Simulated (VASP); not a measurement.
Input of a VASP 6.6.1 run:

Contents of INCAR:

```
PREC = Accurate
ENCUT = 520
EDIFF = 1E-8
ISMEAR = -1
SIGMA = 0.05
LREAL = F
LASPH = T
NELM = 60
ALGO = Normal
ISIF = 2
LWAVE = F
LCHARG = F
GGA = PE
LEFG = T
NBANDS = 11
```

The input KPOINTS:

```
Automatic mesh
0
Gamma
  16 16 16
```

POSCAR

```
SiC
1.0
    0.0000000000      2.1087800000      2.1740000000
    2.1087800000      0.0000000000      2.1740000000
    2.1087800000      2.1087800000      0.0000000000
Si C
1 1
Direct
    0.0000000000      0.0000000000      0.0000000000
    0.7500000000      0.7500000000      0.7500000000
```

Potentials or basis: VASP PAW PBE potentials, release 64 (Si, C).

Run with:

```sh
$ cat potpaw_PBE.64/Si/POTCAR potpaw_PBE.64/C/POTCAR > POTCAR
$ mpirun -np 1 vasp_std > vasp.out
```

(1) Estimate the band gap on the k mesh.

(2) What does it give for the pressure?

Results:

(1) 1.12 eV, indirect (least direct gap 4.57 eV).

(2) 20.5 GPa.

Caveat: the cell differs from its parent crystal (x and y stretched by -3 %, z held); without QUAD_EFG the Cq values of the log hold for a quadrupole moment of 1 mb, not for the nuclei.
